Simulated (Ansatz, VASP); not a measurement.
TiAl in VASP and in Ansatz

```
CELL_PARAMETERS angstrom
3.20382 0.00000 0.00000
0.00000 3.20382 0.00000
0.00000 0.00000 3.20382
ATOMIC_POSITIONS crystal
Ti 0.00000 0.00000 0.00000
Al 0.50000 0.50000 0.50000
```

Change from the starting cell: strain +0.015 along x and y, +0.015 along z, atoms carried along.

Alike in both runs: task single point; functional PBEsol; k mesh 20 × 20 × 20; occupations gaussian, width 0.15 eV; no spin polarisation.

```csv
,VASP,Ansatz
version,VASP 6.6.1,Ansatz 0.2.0
potentials or method,"VASP PAW PBE potentials, release 64 (Ti_sv, Al), cutoff 520 eV","scalar-relativistic, plane waves, PAW"
valence electrons in the cell,15,15
```

|  | VASP | Ansatz | Ansatz less VASP |
| --- | --- | --- | --- |
| gap on the k mesh at the Fermi level (eV) | none | none | - |
| pressure (GPa) | -4.8 | -4.8 | -0.07 |

VASP's potentials were made for PBE, not for PBEsol. A gap of «none» marks a metal or a gap that the smearing closes.
